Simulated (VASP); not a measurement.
A run of VASP 6.6.1 is set up as follows.

Contents of INCAR:

```
  ALGO = Normal
  EDIFF = 1E-6
  ENCUT = 520
  GGA = PE
  ISIF = 2
  ISMEAR = 0
  ISPIN = 2
  LASPH = T
  LCHARG = F
  LMAXMIX = 4
  LORBIT = 11
  LREAL = F
  LWAVE = F
  MAGMOM = 1 1
  NBANDS = 21
  NELM = 150
  PREC = Accurate
  SIGMA = 0.018000000000000002
```

KPOINTS

```
k-points
0
Gamma
  12 12 7
```

POSCAR

```
Ni
1.0
    2.4480228978      0.0000000000      0.0000000000
   -1.2240114489      2.1200500186      0.0000000000
    0.0000000000      0.0000000000      4.0728075700
Ni
2
Direct
    0.6666666667      0.3333333333      0.7500000000
    0.3333333333      0.6666666667      0.2500000000
```

Potentials or basis: VASP PAW PBE potentials, release 64 (Ni).

Run with:

```sh
$ cat potpaw_PBE.64/Ni/POTCAR > POTCAR
$ mpirun -np 1 vasp_std > vasp.out
```

(1) Predict the net moment.

(2) Predict the site moments.

(3) Estimate the pressure.

Results:

(1) 1.27 μB per cell.

(2) Ni +0.64 μB.

(3) 6.9 GPa.
